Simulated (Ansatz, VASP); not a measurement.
## Two plane-wave programs on BP

```
B P
1.0
     0.00000    2.26007    2.26007
     2.26007    0.00000    2.26007
     2.26007    2.26007    0.00000
B P
1 1
Direct
  0.00000 0.00000 0.00000
  0.25000 0.25000 0.25000
```

Alike in both runs: functional PBEsol; k mesh 8 × 8 × 8; occupations gaussian, width 0.02 eV; no spin polarisation.

Ansatz relaxed the structure, and its values are those at the end. VASP's run is a single point on that final structure, the one shown.

```csv
,VASP,Ansatz
version,VASP 6.6.1,Ansatz 0.2.0
potentials or method,"VASP PAW PBE potentials, release 64 (B, P), cutoff 500 eV","scalar-relativistic, plane waves, PAW"
valence electrons in the cell,8,8
```

|  | VASP | Ansatz | Ansatz less VASP |
| --- | --- | --- | --- |
| gap on the k mesh at the Fermi level (eV) | 1.15 | 1.15 | +0.004 |
| least direct gap on the mesh (eV) | 3.37 | 3.38 | +0.006 |
| pressure (GPa) | 0.1 | 0.0 | -0.11 |

VASP's potentials were made for PBE, not for PBEsol, and Ansatz warns of the same on its side.
